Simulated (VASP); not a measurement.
LiCl, 2 atoms in the cell. It takes space group Fm-3m (No. 225, cubic). Conventional cell: a = 5.130 Å, b = 5.130 Å, c = 5.130 Å, α = 90.00°, β = 90.00°, γ = 90.00°. Li (site symmetry m-3m) has 6 Cl at 2.56 Å within 3.4 Å. Within 3.4 Å of Cl (site symmetry m-3m) lie 6 Li at 2.56 Å. 

| Item | Value |
| --- | --- |
| Program | VASP 6.6.1 |
| Task | dielectric tensor |
| Functional | PBE |
| Potentials or basis | VASP PAW PBE potentials, release 64 (Li_sv, Cl) |
| Cutoff | 650 eV |
| k mesh | 3 × 3 × 3 |
| Occupations | gaussian, width 0.01 eV |
| Spin | no spin polarisation |
| Dipole correction | no |
| Further INCAR settings | ALGO = Normal; EDIFF = 1e-08 |

Potentials or basis: VASP PAW PBE potentials, release 64 (Li_sv, Cl).

The run is started by

```sh
$ cat potpaw_PBE.64/Li_sv/POTCAR potpaw_PBE.64/Cl/POTCAR > POTCAR
$ mpirun -np 1 vasp_std > vasp.out
```

Hardware: 1 thread of AMD EPYC 9R45 96-Core Processor (Zen 5) (shared host).

Problem. Estimate the wall time of this run.

Solution. Run time: 32 s on 1 thread of AMD EPYC 9R45 96-Core Processor (Zen 5), on a shared host, peak memory 0.13 GiB. Counts: scf iterations 182, k points 4.
